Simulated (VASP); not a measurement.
A run of VASP 6.6.1 is set up as follows.

Contents of INCAR:

```
SYSTEM = MgO
PREC = Accurate
ENCUT = 600
EDIFF = 1E-6
ISMEAR = 0
SIGMA = 0.02
LREAL = .FALSE.
LASPH = .TRUE.
NELM = 100
ALGO = Normal
ISIF = 3
LWAVE = .FALSE.
LCHARG = .FALSE.
GGA = PE
IBRION = 2
NSW = 70
EDIFFG = -0.008
PSTRESS = 30.0
```

Contents of KPOINTS:

```
Automatic mesh
0
G
  10 10 10
  0 0 0
```

File POSCAR:

```
MgO
1.0
    0.0000000000      2.1069832951      2.1069832951
    2.1069832951      0.0000000000      2.1069832951
    2.1069832951      2.1069832951      0.0000000000
Mg O
1 1
Direct
    0.0000000000      0.0000000000      0.0000000000
    0.5000000000      0.5000000000      0.5000000000
```

Potentials or basis: VASP PAW PBE potentials, release 64 (Mg, O).

Command:

```bash
$ cat potpaw_PBE.64/Mg/POTCAR potpaw_PBE.64/O/POTCAR > POTCAR
$ mpirun -np 1 vasp_std > vasp.out
```

**Question.** Estimate the band gap on the k mesh.

**Answer.** 4.69 eV, direct.

**Question.** What does it give for the space group after relaxing (to 0.05 Å)?

**Answer.** Fm-3m (No. 225).

**Question.** Estimate the relaxed volume.

**Answer.** 9.38 Å³/atom.

**Question.** Predict the relaxed cell.

**Answer.** a = 2.983 Å, b = 2.983 Å, c = 2.983 Å, α = 60.00°, β = 60.00°, γ = 60.00°.

Final structure:
```cif
data_structure
_symmetry_space_group_name_H-M 'P 1'
_symmetry_Int_Tables_number 1
_cell_length_a 2.9827
_cell_length_b 2.9827
_cell_length_c 2.9827
_cell_angle_alpha 60.000
_cell_angle_beta 60.000
_cell_angle_gamma 60.000
_cell_volume 18.76
loop_
_atom_site_label
_atom_site_type_symbol
_atom_site_fract_x
_atom_site_fract_y
_atom_site_fract_z
_atom_site_occupancy
Mg1 Mg 0.00000 0.00000 0.00000 1
O1 O 0.50000 0.50000 0.50000 1
```

Caveat: the cell is relaxed towards a set pressure, so the enthalpy falls and the energy may rise.
